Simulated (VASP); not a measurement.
# As (P1) in VASP: single point with PBE

Aim: the single point of As with PBE.

Program: VASP 6.6.1. These are calculated values, not measurements. Logs are shortened: lines on timing, memory, paths and dates and some standing lists are left out, and cuts for length are marked.

### 1 The cell of the first run

The typed cell holds 8 atoms: a = 3.657 Å, b = 6.211 Å, c = 12.422 Å, α = 89.81°, β = 88.67°, γ = 89.95°.

### 2 Single point, PBE

The input, INCAR:

```
PREC = Accurate
ENCUT = 510
EDIFF = 1E-6
ISMEAR = 0
SIGMA = 0.1
LREAL = F
LASPH = T
NELM = 120
ALGO = Normal
ISIF = 2
LWAVE = F
LCHARG = F
GGA = PE
NBANDS = 70
GGA_COMPAT = F
```

The input, KPOINTS:

```
regular mesh
0
Gamma
  4 2 1
```

The input, POSCAR:

```
As
1.0
    1.8266904378     -3.1680000501     -0.0428936382
   -5.3776890474     -3.1070590912     -0.0105901999
    0.0529798270     -0.1332280037    -12.4208126024
As
8
Direct
   -0.0006457298      0.0015613925      0.2064032208
    0.5011219518      0.5013365526      0.2069918710
   -0.0000874412     -0.0009743253      0.7931230933
    0.4995028657      0.4980992161      0.7934930038
    0.4906205869      0.8357387026      0.3183717381
    0.9925831134      0.3347644844      0.3186580633
    0.0081794501      0.6646228443      0.6817877310
    0.5087252033      0.1648511327      0.6811712787
```

Potentials or basis: VASP PAW PBE potentials, release 64 (As_d).

Launch:

```
$ cat potpaw_PBE.64/As_d/POTCAR > POTCAR
$ mpirun -np 1 vasp_std > vasp.out
```

OUTCAR:

```text
PREC = Accurate
   ENCUT = 510
   EDIFF = 1E-6
   ISMEAR = 0
   LREAL = F
   LASPH = T
   NELM = 120
   ISIF = 2
   GGA = PE

 ion  position               nearest neighbor table
   1  0.999  0.002  0.206-   6 2.50   5 2.52   5 2.52
   2  0.501  0.501  0.207-   5 2.50   6 2.52   6 2.52
   3  1.000  0.999  0.793-   7 2.50   8 2.51   8 2.52
   4  0.500  0.498  0.793-   8 2.50   7 2.52   7 2.52
   5  0.491  0.836  0.318-   2 2.50   1 2.52   1 2.52
   6  0.993  0.335  0.319-   1 2.50   2 2.52   2 2.52
   7  0.008  0.665  0.682-   3 2.50   4 2.52   4 2.52
   8  0.509  0.165  0.681-   4 2.50   3 2.51   3 2.52

  LATTYP: Found a triclinic cell.
 ALAT       =    12.4216400796
 B/A-ratio  =     0.2944189204
 C/A-ratio  =     0.4999947003
 COS(alpha) =     0.0008912857
 COS(beta)  =     0.0033776373
 COS(gamma) =     0.0231491140

  Lattice vectors:

 A1 = (   0.0529798270,  -0.1332280037, -12.4208126024)
 A2 = (   1.8266904378,  -3.1680000501,  -0.0428936382)
 A3 = (  -5.3776890474,  -3.1070590912,  -0.0105901999)

Analysis of symmetry for initial positions (statically):
=====================================================================
 Subroutine PRICEL returns:
 Original cell was already a primitive cell.

 Routine SETGRP: Setting up the symmetry group for a
 triclinic supercell.

 Subroutine GETGRP returns: Found  1 space group operations
 (whereof  1 operations were pure point group operations)
 out of a pool of  2 trial point group operations.

The static configuration has the point symmetry C_1 .

Analysis of symmetry for dynamics (positions and initial velocities):
=====================================================================
 Subroutine PRICEL returns:
 Original cell was already a primitive cell.

 Routine SETGRP: Setting up the symmetry group for a
 triclinic supercell.

 Subroutine GETGRP returns: Found  1 space group operations
 (whereof  1 operations were pure point group operations)
 out of a pool of  2 trial point group operations.

The dynamic configuration has the point symmetry C_1 .

 Subroutine INISYM returns: Found  1 space group operations
 (whereof  1 operations are pure point group operations),
 and found     1 'primitive' translations

----------------------------------------------------------------------------------------

                                     Primitive cell

  volume of cell :     282.0648

  direct lattice vectors                    reciprocal lattice vectors
     1.826690438 -3.168000050 -0.042893638     0.136815317 -0.236810209  0.003123645
    -5.377689047 -3.107059091 -0.010590200    -0.139483613 -0.080430828  0.000267762
     0.052979827 -0.133228004-12.420812602    -0.000353548  0.000886370 -0.080521046

  length of vectors
     3.657165861  6.210754209 12.421640080     0.273509165  0.161012013  0.080526700

  position of ions in fractional coordinates (direct lattice)
     0.999354270  0.001561393  0.206403221
     0.501121952  0.501336553  0.206991871
     0.999912559  0.999025675  0.793123093
     0.499502866  0.498099216  0.793493004
     0.490620587  0.835738703  0.318371738
     0.992583113  0.334764484  0.318658063
     0.008179450  0.664622844  0.681787731
     0.508725203  0.164851133  0.681171279

  ion indices of the primitive-cell ions
   primitive index   ion index
                 1           1
                 2           2
                 3           3
                 4           4
                 5           5
                 6           6
                 7           7
                 8           8

----------------------------------------------------------------------------------------

 KPOINTS: regular mesh

Automatic generation of k-mesh.
 Grid dimensions read from file:
 generate k-points for:    4    2    1

 Generating k-lattice:

  Cartesian coordinates                     Fractional coordinates (reciprocal lattice)
     0.034203829 -0.059202552  0.000780911     0.250000000  0.000000000  0.000000000
    -0.069741807 -0.040215414  0.000133881    -0.000000000  0.500000000 -0.000000000
    -0.000353548  0.000886370 -0.080521046     0.000000000 -0.000000000  1.000000000

  Length of vectors
     0.068377291  0.080506006  0.080526700

  Shift w.r.t. Gamma in fractional coordinates (k-lattice)
     0.000000000  0.000000000  0.000000000

 Subroutine IBZKPT returns following result:
 ===========================================

 Found      6 irreducible k-points:

 Following reciprocal coordinates:
            Coordinates               Weight
  0.000000  0.000000  0.000000      1.000000
  0.250000  0.000000  0.000000      2.000000
  0.500000  0.000000  0.000000      1.000000
 -0.000000  0.500000 -0.000000      1.000000
  0.250000  0.500000 -0.000000      2.000000
  0.500000  0.500000  0.000000      1.000000
   k-points           NKPTS =      6   k-points in BZ     NKDIM =      6   number of bands    NBANDS=     70
   number of dos      NEDOS =    301   number of ions     NIONS =      8
   total plane-waves  NPLWV = 129024
   dimension x,y,z NGX =    28 NGY =   48 NGZ =   96
   dimension x,y,z NGXF=    56 NGYF=   96 NGZF=  192
   ions per type =               8
   NGX,Y,Z   is equivalent  to a cutoff of  12.73, 12.85, 12.85 a.u.
   NGXF,Y,Z  is equivalent  to a cutoff of  25.46, 25.70, 25.70 a.u.
 SYSTEM =  unknown system
   PREC   = accura    normal or accurate (medium, high low for compatibility)
   ISTART =      0    job   : 0-new  1-cont  2-samecut
   ICHARG =      2    charge: 1-file 2-atom 10-const
   ISPIN  =      1    spin polarized calculation?
   LNONCOLLINEAR =      F non collinear calculations
   LSORBIT =      F    spin-orbit coupling
   LASPH  =      T    aspherical Exc in radial PAW
   ENCUT  =  510.0 eV  37.48 Ry    6.12 a.u.   6.73 11.44 22.87*2*pi/ulx,y,z
   NELM   =    120;   NELMIN=  2; NELMDL= -5     # of ELM steps
   EDIFF  = 0.1E-05   stopping-criterion for ELM
   LREAL  =      F    real-space projection
   EDIFFG = 0.1E-04   stopping-criterion for IOM
   NSW    =      0    number of steps for IOM
   IBRION =     -1    ionic relax: 0-MD 1-quasi-New 2-CG
   NFREE  =      0    steps in history (QN), initial steepest desc. (CG)
   ISIF   =      2    stress and relaxation
   ISYM   =      2    0-nonsym 1-usesym 2-fastsym
   POTIM  = 0.5000    time-step for ionic-motion
   TEBEG  =    0.0;   TEEND  =   0.0 temperature during run
   PSTRESS=    0.0 pullay stress
   NELECT =     120.0000    total number of electrons
   NUPDOWN=      -1.0000    fix difference up-down
   EMIN   =  10.00;   EMAX   =-10.00  energy-range for DOS
   EFERMI =   0.00;   METHOD = LEGACY
   ISMEAR =     0;   SIGMA  =   0.10  broadening in eV -4-tet -1-fermi 0-gaus
   EFERMI_NEDOS =   21; number of points for ismear=-14 and -15
   IALGO  =     38    algorithm
   IMIX   =      4    mixing-type and parameters
     AMIX     =   0.40;   BMIX     =  1.00
     AMIX_MAG =   1.60;   BMIX_MAG =  1.00
  volume/ion in A,a.u.               =      35.26       237.93
  Fermi-wavevector in a.u.,A,eV,Ry     =   1.231267  2.326757 20.626686  1.516019
  Thomas-Fermi vector in A             =   2.366083
   LORBIT       =      0    0 simple, 1 ext, 2 COOP (PROOUT), +10 PAW based schemes
   GGA     = PE    functional components
   LHFCALC =     F    Hartree Fock is set to
   AEXX    =    0.0000 exact exchange contribution
   IVDW    =     0    specifies the selected vdW correction
   LEPSILON=     F    determine dielectric tensor
   LRPA    =     F    only Hartree local field effects (RPA)
 non-spin polarized calculation
 Gauss-broadening in eV      SIGMA  =   0.10
  energy-cutoff  :      510.00
  volume of cell :      282.06
 maximum number of plane-waves:      7411
 NGX is ok and might be reduce to    28
   NGX = 13   NGY = 23   NGZ = 45

 number of electron     120.0000031 magnetization

 Free energy of the ion-electron system (eV)
  ---------------------------------------------------
  ext. energy  EPLUGINS =         0.00000000
  ---------------------------------------------------
  free energy    TOTEN  =       -37.17212084 eV

  energy without entropy =      -37.17212084  energy(sigma->0) =      -37.17212084

 E-fermi :   0.1834     XC(G=0):  -7.7195

 val. band max:       -0.3374448952   @ k =   0.0000   0.0000   0.0000
 cond. band min:       1.1560909801   @ k =  -0.0000   0.5000  -0.0000
 fundamental gap:      1.4935358753
 Fermi energy:         0.1834217585

 k-point     1 :       0.0000    0.0000    0.0000
  band No.  band energies     occupation
      1     -35.5066      2.00000
      2     -35.5065      2.00000
      3     -35.5028      2.00000
      4     -35.5026      2.00000
      5     -35.4991      2.00000
      6     -35.4990      2.00000
[... 62 lines left out ...]
     69       3.1499      0.00000
     70       3.1660      0.00000

 k-point     2 :       0.2500    0.0000    0.0000
  band No.  band energies     occupation
      1     -35.5057      2.00000
      2     -35.5056      2.00000
      3     -35.5026      2.00000
      4     -35.5025      2.00000
      5     -35.4909      2.00000
      6     -35.4908      2.00000
[... 62 lines left out ...]
     69       4.1043      0.00000
     70       4.1555      0.00000

 k-point     3 :       0.5000    0.0000    0.0000
  band No.  band energies     occupation
      1     -35.5045      2.00000
      2     -35.5044      2.00000
      3     -35.5041      2.00000
      4     -35.5040      2.00000
      5     -35.4661      2.00000
      6     -35.4660      2.00000
[... 62 lines left out ...]
     69       4.4743      0.00000
     70       4.4794      0.00000

 k-point     4 :      -0.0000    0.5000   -0.0000
  band No.  band energies     occupation
      1     -35.5022      2.00000
      2     -35.5017      2.00000
      3     -35.5004      2.00000
      4     -35.5001      2.00000
      5     -35.4913      2.00000
      6     -35.4911      2.00000
[... 62 lines left out ...]
     69       3.9968      0.00000
     70       4.0356      0.00000

 k-point     5 :       0.2500    0.5000   -0.0000
  band No.  band energies     occupation
      1     -35.5037      2.00000
      2     -35.5034      2.00000
      3     -35.5027      2.00000
      4     -35.5027      2.00000
      5     -35.4803      2.00000
      6     -35.4802      2.00000
[... 62 lines left out ...]
     69       3.9061      0.00000
     70       3.9209      0.00000

 k-point     6 :       0.5000    0.5000    0.0000
  band No.  band energies     occupation
      1     -35.5030      2.00000
      2     -35.5028      2.00000
      3     -35.5024      2.00000
      4     -35.5024      2.00000
      5     -35.4768      2.00000
      6     -35.4767      2.00000
[... 62 lines left out ...]
     69       4.1254      0.00000
     70       4.1507      0.00000

------------------------ aborting loop because EDIFF is reached ----------------------------------------

  FORCE on cell =-STRESS in cart. coord.  units (eV):
  Direction    XX          YY          ZZ          XY          YZ          ZX
  --------------------------------------------------------------------------------------
  -------------------------------------------------------------------------------------
  Total       -0.0536650     -0.2039385      0.1629844      0.0350559     -0.0217714     -0.0279070
  in kB       -0.3048265     -1.1584065      0.9257797      0.1991234     -0.1236655     -0.1585169
  external PRESSURE =      -0.1791511 kB  Pullay stress =       0.0000000 kB

 VOLUME and BASIS-vectors are now :
 -----------------------------------------------------------------------------
  energy-cutoff  :      510.00
  volume of cell :      282.06
      direct lattice vectors                 reciprocal lattice vectors
     1.826690438 -3.168000050 -0.042893638     0.136815317 -0.236810209  0.003123645
    -5.377689047 -3.107059091 -0.010590200    -0.139483613 -0.080430828  0.000267762
     0.052979827 -0.133228004-12.420812602    -0.000353548  0.000886370 -0.080521046

 POSITION                                       TOTAL-FORCE (eV/Angst)
 -----------------------------------------------------------------------------------
      1.82805     -3.19830     -2.60658        -0.004645     -0.007334      0.006720
     -1.76967     -3.17281     -2.59781        -0.006453     -0.004277      0.018708
     -3.50390     -6.37742     -9.90470         0.011062      0.005101     -0.014571
     -1.72415     -3.23576     -9.88253         0.005138      0.002309     -0.007645
     -3.58126     -4.19339     -3.98433         0.015270      0.004348     -0.016564
      0.02977     -4.22709     -4.00411         0.001823      0.007711     -0.017119
     -3.52307     -2.18177     -8.47575        -0.006854     -0.003914      0.021905
      0.07885     -2.21459     -8.48427        -0.015341     -0.003945      0.008565
 -----------------------------------------------------------------------------------
    total drift:                               -0.000235     -0.000005      0.000492

  FREE ENERGIE OF THE ION-ELECTRON SYSTEM (eV)
  ---------------------------------------------------
  free  energy   TOTEN  =       -37.1721208434 eV

  energy  without entropy=      -37.1721208434  energy(sigma->0) =      -37.17212084
```

It took 2.6 min on 1 thread of Intel Xeon Platinum 8259CL at 2.50GHz (Skylake/Cascade Lake), shared host; peak memory 0.37 GiB.

What came out:

| Item | Value |
| --- | --- |
| Free energy | -37.1721 eV |
| Pressure | 0.0 GPa |
| Largest force | 0.023 eV/Å |
| Band gap on the k mesh | 1.49 eV |

Forces on the atoms (eV/Å):
```
As  -0.005 -0.007  0.007
As  -0.006 -0.004  0.019
As   0.011  0.005 -0.015
As   0.005  0.002 -0.008
As   0.015  0.004 -0.017
As   0.002  0.008 -0.017
As  -0.007 -0.004  0.022
As  -0.015 -0.004  0.009
```

Levels at points of the mesh, in eV from the valence-band top:
```csv
k point,band 56,band 57,band 58,band 59,band 60,band 61,band 62,band 63,band 64,band 65
"(0.00, 0.00, 0.00)",-0.16,-0.16,-0.12,-0.01,0.00,1.61,1.73,1.83,2.02,2.93
"(0.50, 0.00, 0.00)",-2.86,-1.16,-1.15,-1.03,-1.03,2.58,2.59,2.64,2.64,3.12
"(0.00, 0.50, 0.00)",-1.33,-0.64,-0.62,-0.21,-0.20,1.49,1.50,1.71,1.71,4.24
"(0.50, 0.50, 0.00)",-1.85,-1.63,-1.63,-1.54,-1.53,1.91,1.93,2.02,2.03,2.91
```

Caveat: the k points lie up to 0.51 Å⁻¹ apart. A k mesh can miss the band edges.
